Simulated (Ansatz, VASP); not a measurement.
## KI in VASP and in Ansatz

```xyz
2
Lattice="-0.0352 3.5069 3.5069 3.5069 -0.0352 3.5069 3.5069 3.5069 -0.0352" Properties=species:S:1:pos:R:3 pbc="T T T"
K     0.0000    0.0000    0.0000
I     3.4893    3.4893    3.4893
```

Change from the starting cell: equal xy, yz and zx shear strains of -1 %.

Alike in both runs: task single point; functional PBEsol; k mesh 8 × 8 × 8; occupations fermi-dirac, width 0.01 eV; no spin polarisation.

|  | VASP | Ansatz |
| --- | --- | --- |
| version | VASP 6.6.1 | Ansatz 0.2.0 |
| potentials or method | VASP PAW PBE potentials, release 64 (K_sv, I), cutoff 520 eV | all-electron LAPW, scalar-relativistic |

```tsv
	VASP	Ansatz	Ansatz less VASP
gap on the k mesh at the Fermi level (eV)	3.80	3.81	+0.004
pressure (GPa)	-0.2	-0.2	-0.04
```

VASP's potentials were made for PBE, not for PBEsol. Ansatz ran all-electron here, and VASP with PAW potentials.

Neither program's run includes spin-orbit coupling.
